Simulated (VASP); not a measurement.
# Pt (Fm-3m) in VASP: single point with PBE

Aim: the single point of Pt with PBE.

Everything below comes from runs of VASP 6.6.1. Logs are shortened: lines on timing, memory, paths and dates and some standing lists are left out, and cuts for length are marked.

## 1. The cell of the first run

The structure is cubic, space group Fm-3m (No. 225). Conventional cell: a = 3.922 Å, b = 3.922 Å, c = 3.922 Å, α = 90.00°, β = 90.00°, γ = 90.00°. Pt (site symmetry m-3m) has 12 Pt at 2.77 Å within 3.7 Å.

## 2. Single point, PBE, non-collinear spin, zero start, spin-orbit coupling

Contents of INCAR:

```
SYSTEM = Pt
ALGO = Normal ; EDIFF = 1E-6
ENCUT = 520 ; GGA = PE
GGA_COMPAT = .FALSE. ; ISIF = 2
ISMEAR = -1 ; LASPH = .TRUE.
LCHARG = .FALSE. ; LMAXMIX = 4
LORBIT = 11 ; LORBMOM = .TRUE.
LREAL = .FALSE. ; LSORBIT = .TRUE.
LWAVE = .FALSE. ; MAGMOM = 0 0 0
NBANDS = 21 ; NELM = 150
PREC = Accurate ; SIGMA = 0.025
```

Contents of KPOINTS:

```
k-points
0
G
  16 16 16
  0 0 0
```

Contents of POSCAR:

```
Pt
1.0
    0.0000000000      1.9609000000      1.9609000000
    1.9609000000      0.0000000000      1.9609000000
    1.9609000000      1.9609000000      0.0000000000
Pt
1
Direct
    0.0000000000      0.0000000000      0.0000000000
```

Potentials or basis: VASP PAW PBE potentials, release 64 (Pt).

Launch:

```sh
> cat potpaw_PBE.64/Pt/POTCAR > POTCAR
> mpirun -np 1 vasp_ncl > vasp.out
```

OUTCAR:

```text
SYSTEM = Pt
   EDIFF = 1E-6
   ENCUT = 520
   GGA = PE
   ISIF = 2
   ISMEAR = -1
   LASPH = .TRUE.
   LORBIT = 11
   LREAL = .FALSE.
   LSORBIT = .TRUE.
   NELM = 150
   PREC = Accurate

 ion  position               nearest neighbor table
   1  0.000  0.000  0.000-

  LATTYP: Found a face centered cubic cell.
 ALAT       =     3.9218000000

  Lattice vectors:

 A1 = (   0.0000000000,   1.9609000000,   1.9609000000)
 A2 = (   1.9609000000,   0.0000000000,   1.9609000000)
 A3 = (   1.9609000000,   1.9609000000,   0.0000000000)

Analysis of symmetry for initial positions (statically):
=====================================================================
 Subroutine PRICEL returns:
 Original cell was already a primitive cell.

 Routine SETGRP: Setting up the symmetry group for a
 face centered cubic supercell.

 Subroutine GETGRP returns: Found 48 space group operations
 (whereof 48 operations were pure point group operations)
 out of a pool of 48 trial point group operations.

The static configuration has the point symmetry O_h .

Analysis of symmetry for dynamics (positions and initial velocities):
=====================================================================
 Subroutine PRICEL returns:
 Original cell was already a primitive cell.

 Routine SETGRP: Setting up the symmetry group for a
 face centered cubic supercell.

 Subroutine GETGRP returns: Found 48 space group operations
 (whereof 48 operations were pure point group operations)
 out of a pool of 48 trial point group operations.

The dynamic configuration has the point symmetry O_h .

Analysis of structural, dynamic, and magnetic symmetry:
=====================================================================
 Subroutine PRICEL returns:
 Original cell was already a primitive cell.

 Routine SETGRP: Setting up the symmetry group for a
 face centered cubic supercell.

 Subroutine GETGRP returns: Found 48 space group operations
 (whereof 48 operations were pure point group operations)
 out of a pool of 48 trial point group operations.

The overall configuration has the point symmetry O_h .

 Subroutine INISYM returns: Found 48 space group operations
 (whereof 48 operations are pure point group operations),
 and found     1 'primitive' translations

[... 146 lines left out ...]
 cond. band min:      11.3362776636   @ k =  -0.3125   0.3750   0.1875
 fundamental gap:      0.0130713161
 Fermi energy:        11.3307394575

 k-point     1 :       0.0000    0.0000    0.0000
  band No.  band energies     occupation
      1       1.0512      1.00000
      2       1.0512      1.00000
      3       7.0220      1.00000
      4       7.0220      1.00000
      5       7.0220      1.00000
      6       7.0220      1.00000
[... 565 lines left out ...]
     20      31.7932      0.00000
     21      37.7200      0.00000

 [... further k-points ...]

------------------------ aborting loop because EDIFF is reached ----------------------------------------

  FORCE on cell =-STRESS in cart. coord.  units (eV):
  Direction    XX          YY          ZZ          XY          YZ          ZX
  --------------------------------------------------------------------------------------
  -------------------------------------------------------------------------------------
  Total        0.9787728      0.9787728      0.9787728      0.0000000      0.0000000      0.0000000
  in kB      103.9910965    103.9910965    103.9910965      0.0000000      0.0000000      0.0000000
  external PRESSURE =     103.9910965 kB  Pullay stress =       0.0000000 kB

 VOLUME and BASIS-vectors are now :
 -----------------------------------------------------------------------------
  energy-cutoff  :      520.00
  volume of cell :       15.08
      direct lattice vectors                 reciprocal lattice vectors
     0.000000000  1.960900000  1.960900000    -0.254984956  0.254984956  0.254984956
     1.960900000  0.000000000  1.960900000     0.254984956 -0.254984956  0.254984956
     1.960900000  1.960900000  0.000000000     0.254984956  0.254984956 -0.254984956

 POSITION                                       TOTAL-FORCE (eV/Angst)
 -----------------------------------------------------------------------------------
      0.00000      0.00000      0.00000         0.000000      0.000000      0.000000
 -----------------------------------------------------------------------------------
    total drift:                               -0.000000      0.000000      0.000000

  FREE ENERGIE OF THE ION-ELECTRON SYSTEM (eV)
  ---------------------------------------------------
  free  energy   TOTEN  =        -6.4715459122 eV

  energy  without entropy=       -6.4670116664  energy(sigma->0) =       -6.46927879

 orbital moment (x)

 # of ion     p       d       tot
 ----------------------------------------
  1         0.000  -0.000  -0.000
 ----------------------------------------
            0.000  -0.000  -0.000

 orbital moment (y)

 # of ion     p       d       tot
 ----------------------------------------
  1         0.000   0.000   0.000
 ----------------------------------------
            0.000   0.000   0.000

 orbital moment (z)

 # of ion     p       d       tot
 ----------------------------------------
  1         0.000  -0.000  -0.000
 ----------------------------------------
            0.000  -0.000  -0.000

 Spin-Orbit-Coupling matrix elements

 Ion:    1  E_soc:     -0.7860416
 l=   1
     0.0000000    -0.0334584    -0.0334584
    -0.0334584     0.0000000    -0.0334584
    -0.0334584    -0.0334584     0.0000000
 l=   2
     0.0000000    -0.0170922     0.0000000    -0.0170922    -0.0804563
    -0.0170922     0.0000000    -0.0603422    -0.0170922    -0.0201141
     0.0000000    -0.0603422     0.0000000    -0.0603422     0.0000000
    -0.0170922    -0.0170922    -0.0603422     0.0000000    -0.0201141
    -0.0804563    -0.0201141     0.0000000    -0.0201141     0.0000000
 l=   3
     0.0000000     0.0000000     0.0000000     0.0000000     0.0000000     0.0000000     0.0000000
     0.0000000     0.0000000     0.0000000     0.0000000     0.0000000     0.0000000     0.0000000
     0.0000000     0.0000000     0.0000000     0.0000000     0.0000000     0.0000000     0.0000000
     0.0000000     0.0000000     0.0000000     0.0000000     0.0000000     0.0000000     0.0000000
     0.0000000     0.0000000     0.0000000     0.0000000     0.0000000     0.0000000     0.0000000
     0.0000000     0.0000000     0.0000000     0.0000000     0.0000000     0.0000000     0.0000000
     0.0000000     0.0000000     0.0000000     0.0000000     0.0000000     0.0000000     0.0000000

 total charge

# of ion       s       p       d       tot
------------------------------------------
    1        0.642   0.631   8.028   9.301

 magnetization (x)

# of ion       s       p       d       tot
------------------------------------------
    1       -0.000  -0.000  -0.000  -0.000

 magnetization (y)

# of ion       s       p       d       tot
------------------------------------------
    1        0.000   0.000  -0.000   0.000

 magnetization (z)

# of ion       s       p       d       tot
------------------------------------------
    1        0.000  -0.000  -0.000  -0.000
```

OSZICAR:

```text
N       E                     dE             d eps       ncg     rms          rms(c)
DAV:   1     0.536911680655E+02    0.53691E+02   -0.49410E+03  6178   0.905E+02
DAV:   2    -0.557534646893E+01   -0.59267E+02   -0.55560E+02  7010   0.221E+02
DAV:   3    -0.684032200701E+01   -0.12650E+01   -0.12511E+01  7048   0.312E+01
DAV:   4    -0.684728815868E+01   -0.69662E-02   -0.69653E-02  7046   0.252E+00
DAV:   5    -0.684736318854E+01   -0.75030E-04   -0.75031E-04  7173   0.266E-01    0.145E+01
DAV:   6    -0.651674337454E+01    0.33062E+00   -0.37793E-01  6700   0.724E+00    0.799E+00
DAV:   7    -0.647531980821E+01    0.41424E-01   -0.75307E-02  7053   0.325E+00    0.297E+00
DAV:   8    -0.647182041137E+01    0.34994E-02   -0.33559E-03  6905   0.538E-01    0.124E+00
DAV:   9    -0.647155708190E+01    0.26333E-03   -0.58038E-04  7241   0.242E-01    0.172E-01
DAV:  10    -0.647154166698E+01    0.15415E-04   -0.20647E-05  6957   0.478E-02    0.185E-02
DAV:  11    -0.647154552694E+01   -0.38600E-05   -0.97101E-07  6928   0.894E-03    0.965E-03
DAV:  12    -0.647154591224E+01   -0.38530E-06   -0.74450E-08  3615   0.257E-03
   1 F= -.64715459E+01 E0= -.64692788E+01  d E =-.453425E-02  mag=     0.0000    -0.0000     0.0000
```

stdout:

```text
POSCAR found type information on POSCAR Pt
 POSCAR found :  1 types and       1 ions
 scaLAPACK will be used
 LDA part: xc-table for (Slater+PW92), standard interpolation
 POSCAR, INCAR and KPOINTS ok, starting setup
 FFT: planning ... GRIDC
 FFT: planning ... GRID_SOFT
 FFT: planning ... GRID
 WAVECAR not read
 entering main loop
```

It took 2.5 min on 1 thread of AMD EPYC 7R13, shared host; peak memory 0.21 GiB.

What came out:

- Free energy: -6.4715 eV
- Pressure: 10.4 GPa
- Net moment: 0.00 μB per cell
- Valence electrons inside the program's atomic spheres: Pt 9.30

Moments on the atoms (μB; x, y, z):
```
Pt  0.00 0.00 0.00
```

Caveat: the cell stands under pressure.
